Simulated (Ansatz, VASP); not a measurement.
## PbO2 in VASP and in Ansatz

```xyz
6
Lattice="4.4117 0.0000 0.0000 0.0000 4.4117 0.0000 0.0000 0.0000 3.4037" Properties=species:S:1:pos:R:3 pbc="T T T"
Pb    0.0000    0.0000    0.0000
Pb    2.2059    2.2059    1.7018
O     1.3745    1.3745    0.0000
O     0.8314    3.5804    1.7018
O     3.0372    3.0372    0.0000
O     3.5804    0.8314    1.7018
```

Alike in both runs: task single point; functional PBEsol; k mesh 8 × 8 × 12; occupations gaussian, width 0.1 eV; no spin polarisation.

|  | VASP | Ansatz |
| --- | --- | --- |
| version | VASP 6.6.1 | Ansatz 0.2.0 |
| potentials or method | VASP PAW PBE potentials, release 64 (Pb_d, O), cutoff 520 eV | scalar-relativistic, plane waves, PAW |
| valence electrons in the cell | 52 | 52 |

|  | VASP | Ansatz | Ansatz less VASP |
| --- | --- | --- | --- |
| gap on the k mesh at the Fermi level (eV) | 0.15 | 0.17 | +0.011 |
| least direct gap on the mesh (eV) | 0.95 | 0.97 | +0.019 |
| rms of the force components (eV/Å) | 0.006 | 0.001 | -0.0047 |

VASP's potentials were made for PBE, not for PBEsol. Atom by atom the forces differ by 0.005 eV/Å (rms over components).

Spin-orbit coupling is off throughout.
